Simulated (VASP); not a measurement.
# Ti (I4/mmm) in VASP: further runs

Runs on Ti. Level: PBE. Tasks: single point.

Everything below comes from runs of VASP 6.6.1. Logs are shortened: lines on timing, memory, paths and dates and some standing lists are left out, and cuts for length are marked.

### 1 The cell of the first run

It takes space group I4/mmm (No. 139, tetragonal). The conventional cell has a = 3.228 Å, b = 3.228 Å, c = 2.780 Å, α = 90.00°, β = 90.00°, γ = 90.00°. Ti (site symmetry 4/mmm) has 14 Ti at 2.67 to 3.23 Å within 3.5 Å.

### 2 Single point, PBE (volume 14.488 Å^3 an atom, c/a of the conventional cell 0.8612)

Contents of INCAR:

```
  PREC = Accurate
  ENCUT = 520
  EDIFF = 1E-6
  ISMEAR = 0
  SIGMA = 0.15
  LREAL = F
  LASPH = T
  NELM = 80
  ALGO = Fast
  ISIF = 2
  LWAVE = F
  LCHARG = F
  GGA = PE
  NBANDS = 12
```

Contents of KPOINTS:

```
regular mesh
0
Gamma
  22 22 22
```

Contents of POSCAR:

```
Ti
1.0
   -1.6141658004      1.6141658004      1.3901195873
    1.6141658004     -1.6141658004      1.3901195873
    1.6141658004      1.6141658004     -1.3901195873
Ti
1
Direct
    0.0000000000      0.0000000000      0.0000000000
```

Potentials or basis: VASP PAW PBE potentials, release 64 (Ti_sv).

Launch:

```bash
> cat potpaw_PBE.64/Ti_sv/POTCAR > POTCAR
> mpirun -np 1 vasp_std > vasp.out
```

OUTCAR:

```text
PREC = Accurate
   ENCUT = 520
   EDIFF = 1E-6
   ISMEAR = 0
   LREAL = F
   LASPH = T
   NELM = 80
   ISIF = 2
   GGA = PE

 ion  position               nearest neighbor table
   1  0.000  0.000  0.000-

  LATTYP: Found a body centered tetragonal cell.
 ALAT       =     3.2283316008
 C/A-ratio  =     0.8612000000

  Lattice vectors:

 A1 = (  -1.6141658004,   1.6141658004,   1.3901195873)
 A2 = (   1.6141658004,  -1.6141658004,   1.3901195873)
 A3 = (   1.6141658004,   1.6141658004,  -1.3901195873)

Analysis of symmetry for initial positions (statically):
=====================================================================
 Subroutine PRICEL returns:
 Original cell was already a primitive cell.

 Routine SETGRP: Setting up the symmetry group for a
 body centered tetragonal supercell.

 Subroutine GETGRP returns: Found 16 space group operations
 (whereof 16 operations were pure point group operations)
 out of a pool of 16 trial point group operations.

The static configuration has the point symmetry D_4h.

Analysis of symmetry for dynamics (positions and initial velocities):
=====================================================================
 Subroutine PRICEL returns:
 Original cell was already a primitive cell.

 Routine SETGRP: Setting up the symmetry group for a
 body centered tetragonal supercell.

 Subroutine GETGRP returns: Found 16 space group operations
 (whereof 16 operations were pure point group operations)
 out of a pool of 16 trial point group operations.

The dynamic configuration has the point symmetry D_4h.

 Subroutine INISYM returns: Found 16 space group operations
 (whereof 16 operations are pure point group operations),
 and found     1 'primitive' translations

----------------------------------------------------------------------------------------

                                     Primitive cell

  volume of cell :      14.4880

  direct lattice vectors                    reciprocal lattice vectors
    -1.614165800  1.614165800  1.390119587     0.000000000  0.309757523  0.359681285
     1.614165800 -1.614165800  1.390119587     0.309757523  0.000000000  0.359681285
     1.614165800  1.614165800 -1.390119587     0.309757523  0.309757523  0.000000000

  length of vectors
     2.672731735  2.672731735  2.672731735     0.474679208  0.474679208  0.438063290

  position of ions in fractional coordinates (direct lattice)
     0.000000000  0.000000000  0.000000000

  ion indices of the primitive-cell ions
   primitive index   ion index
                 1           1

----------------------------------------------------------------------------------------

 KPOINTS: regular mesh

Automatic generation of k-mesh.
 Grid dimensions read from file:
 generate k-points for:   22   22   22

 Generating k-lattice:

  Cartesian coordinates                     Fractional coordinates (reciprocal lattice)
     0.000000000  0.014079887  0.016349149     0.045454545 -0.000000000  0.000000000
     0.014079887  0.000000000  0.016349149    -0.000000000  0.045454545  0.000000000
     0.014079887  0.014079887  0.000000000     0.000000000  0.000000000  0.045454545

  Length of vectors
     0.021576328  0.021576328  0.019911968

  Shift w.r.t. Gamma in fractional coordinates (k-lattice)
     0.000000000  0.000000000  0.000000000

 Subroutine IBZKPT returns following result:
 ===========================================

 Found    834 irreducible k-points:

 Following reciprocal coordinates:
            Coordinates               Weight
  0.000000  0.000000  0.000000      1.000000
  0.045455 -0.000000  0.000000      8.000000
  0.090909 -0.000000  0.000000      8.000000
  0.136364  0.000000  0.000000      8.000000
  0.181818  0.000000 -0.000000      8.000000
  0.227273  0.000000 -0.000000      8.000000
[... 16 lines left out ...]
  0.500000  0.045455  0.000000     16.000000
 -0.454545  0.045455  0.000000     16.000000
 [... further k-points ...]
   k-points           NKPTS =    834   k-points in BZ     NKDIM =    834   number of bands    NBANDS=     12
   number of dos      NEDOS =    301   number of ions     NIONS =      1
   total plane-waves  NPLWV =   8000
   dimension x,y,z NGX =    20 NGY =   20 NGZ =   20
   dimension x,y,z NGXF=    40 NGYF=   40 NGZF=   40
   ions per type =               1
   NGX,Y,Z   is equivalent  to a cutoff of  12.44, 12.44, 12.44 a.u.
   NGXF,Y,Z  is equivalent  to a cutoff of  24.88, 24.88, 24.88 a.u.
 SYSTEM =  unknown system
   PREC   = accura    normal or accurate (medium, high low for compatibility)
   ISTART =      0    job   : 0-new  1-cont  2-samecut
   ICHARG =      2    charge: 1-file 2-atom 10-const
   ISPIN  =      1    spin polarized calculation?
   LNONCOLLINEAR =      F non collinear calculations
   LSORBIT =      F    spin-orbit coupling
   LASPH  =      T    aspherical Exc in radial PAW
   ENCUT  =  520.0 eV  38.22 Ry    6.18 a.u.   4.97  4.97  4.97*2*pi/ulx,y,z
   NELM   =     80;   NELMIN=  2; NELMDL= -5     # of ELM steps
   EDIFF  = 0.1E-05   stopping-criterion for ELM
   LREAL  =      F    real-space projection
   EDIFFG = 0.1E-04   stopping-criterion for IOM
   NSW    =      0    number of steps for IOM
   IBRION =     -1    ionic relax: 0-MD 1-quasi-New 2-CG
   NFREE  =      0    steps in history (QN), initial steepest desc. (CG)
   ISIF   =      2    stress and relaxation
   ISYM   =      2    0-nonsym 1-usesym 2-fastsym
   POTIM  = 0.5000    time-step for ionic-motion
   TEBEG  =    0.0;   TEEND  =   0.0 temperature during run
   PSTRESS=    0.0 pullay stress
   NELECT =      12.0000    total number of electrons
   NUPDOWN=      -1.0000    fix difference up-down
   EMIN   =  10.00;   EMAX   =-10.00  energy-range for DOS
   EFERMI =   0.00;   METHOD = LEGACY
   ISMEAR =     0;   SIGMA  =   0.15  broadening in eV -4-tet -1-fermi 0-gaus
   EFERMI_NEDOS =   21; number of points for ismear=-14 and -15
   IALGO  =     68    algorithm
   IMIX   =      4    mixing-type and parameters
     AMIX     =   0.40;   BMIX     =  1.00
     AMIX_MAG =   1.60;   BMIX_MAG =  1.00
  volume/ion in A,a.u.               =      14.49        97.77
  Fermi-wavevector in a.u.,A,eV,Ry     =   1.537443  2.905347 32.160524  2.363732
  Thomas-Fermi vector in A             =   2.643951
   LORBIT       =      0    0 simple, 1 ext, 2 COOP (PROOUT), +10 PAW based schemes
   GGA     = PE    functional components
   LHFCALC =     F    Hartree Fock is set to
   AEXX    =    0.0000 exact exchange contribution
   IVDW    =     0    specifies the selected vdW correction
   LEPSILON=     F    determine dielectric tensor
   LRPA    =     F    only Hartree local field effects (RPA)
 non-spin polarized calculation
 RMM-DIIS sequential band-by-band and
 Gauss-broadening in eV      SIGMA  =   0.15
  energy-cutoff  :      520.00
  volume of cell :       14.49
 maximum number of plane-waves:       402
   NGX =  9   NGY =  9   NGZ =  9

 number of electron      11.9999999 magnetization

 Free energy of the ion-electron system (eV)
  ---------------------------------------------------
  ext. energy  EPLUGINS =         0.00000000
  ---------------------------------------------------
  free energy    TOTEN  =        -7.56761643 eV

  energy without entropy =       -7.54999518  energy(sigma->0) =       -7.55880581

 E-fermi :  10.1720     XC(G=0): -12.3708

 val. band max:       10.1708778729   @ k =   0.2273   0.2273   0.1364
 cond. band min:      10.1726348651   @ k =   0.3182   0.3182   0.0455
 fundamental gap:      0.0017569922
 Fermi energy:        10.1720361014

 k-point     1 :       0.0000    0.0000    0.0000
  band No.  band energies     occupation
      1     -46.1232      2.00000
      2     -21.7005      2.00000
      3     -21.7005      2.00000
      4     -21.6545      2.00000
      5       3.8356      2.00000
      6      10.3906      0.03935
      7      11.8654      0.00000
      8      11.8654      0.00000
      9      12.3763      0.00000
     10      14.0977      0.00000
     11      27.9617      0.00000
     12      27.9617      0.00000

 k-point     2 :       0.0455   -0.0000    0.0000
  band No.  band energies     occupation
      1     -46.1174      2.00000
      2     -21.7147      2.00000
      3     -21.7082      2.00000
      4     -21.6690      2.00000
      5       3.9263      2.00000
      6      10.4135      0.02283
      7      11.8341      0.00000
      8      11.8521      0.00000
      9      12.3953      0.00000
     10      14.0506      0.00000
     11      28.0183      0.00000
     12      28.0744      0.00000

 k-point     3 :       0.0909   -0.0000    0.0000
  band No.  band energies     occupation
      1     -46.1003      2.00000
      2     -21.7796      2.00000
      3     -21.7305      2.00000
      4     -21.6871      2.00000
      5       4.1925      2.00000
      6      10.4538      0.00789
      7      11.7163      0.00000
      8      11.8466      0.00000
      9      12.4758      0.00000
     10      13.9285      0.00000
     11      28.1489      0.00000
     12      28.3976      0.00000
[... 286 lines left out ...]
 k-point    23 :       0.5000    0.0455    0.0000
  band No.  band energies     occupation
      1     -45.8285      2.00000
      2     -22.8725      2.00000
      3     -22.0728      2.00000
      4     -21.8017      2.00000
      5       7.1922      2.00000
      6       9.0516      2.00000
      7      12.2584      0.00000
      8      13.3608      0.00000
      9      14.6972      0.00000
     10      15.4334      0.00000
     11      21.6393      0.00000
     12      24.4951      0.00000

 k-point    24 :      -0.4545    0.0455    0.0000
  band No.  band energies     occupation
      1     -45.8417      2.00000
      2     -22.8225      2.00000
      3     -22.0592      2.00000
      4     -21.7952      2.00000
      5       7.1995      2.00000
      6       9.1292      2.00000
      7      11.9034      0.00000
      8      13.3760      0.00000
      9      14.4928      0.00000
     10      15.1989      0.00000
     11      22.2144      0.00000
     12      24.7697      0.00000

 [... further k-points ...]

------------------------ aborting loop because EDIFF is reached ----------------------------------------

  FORCE on cell =-STRESS in cart. coord.  units (eV):
  Direction    XX          YY          ZZ          XY          YZ          ZX
  --------------------------------------------------------------------------------------
  -------------------------------------------------------------------------------------
  Total        2.1790582      2.1790582      2.1532890      0.0000000     -0.0000000      0.0000000
  in kB      240.9744351    240.9744351    238.1247087      0.0000000     -0.0000000      0.0000000
  external PRESSURE =     240.0245263 kB  Pullay stress =       0.0000000 kB

 VOLUME and BASIS-vectors are now :
 -----------------------------------------------------------------------------
  energy-cutoff  :      520.00
  volume of cell :       14.49
      direct lattice vectors                 reciprocal lattice vectors
    -1.614165800  1.614165800  1.390119587     0.000000000  0.309757523  0.359681285
     1.614165800 -1.614165800  1.390119587     0.309757523  0.000000000  0.359681285
     1.614165800  1.614165800 -1.390119587     0.309757523  0.309757523  0.000000000

 POSITION                                       TOTAL-FORCE (eV/Angst)
 -----------------------------------------------------------------------------------
      0.00000      0.00000      0.00000         0.000000     -0.000000      0.000000
 -----------------------------------------------------------------------------------
    total drift:                                0.000000     -0.000000      0.000000

  FREE ENERGIE OF THE ION-ELECTRON SYSTEM (eV)
  ---------------------------------------------------
  free  energy   TOTEN  =        -7.5676164291 eV

  energy  without entropy=       -7.5499951815  energy(sigma->0) =       -7.55880581
```

Wall time 2.5 min (1 thread of Intel Xeon 6975P-C, shared host); peak memory 0.25 GiB.

Results:

* Free energy: -7.5676 eV
* Pressure: 24.0 GPa
* Band gap on the k mesh: zero (band 6 reaches 11.14 eV, above the bottom of band 7 at 9.52 eV)

(Part 1 of 2 ends here.)
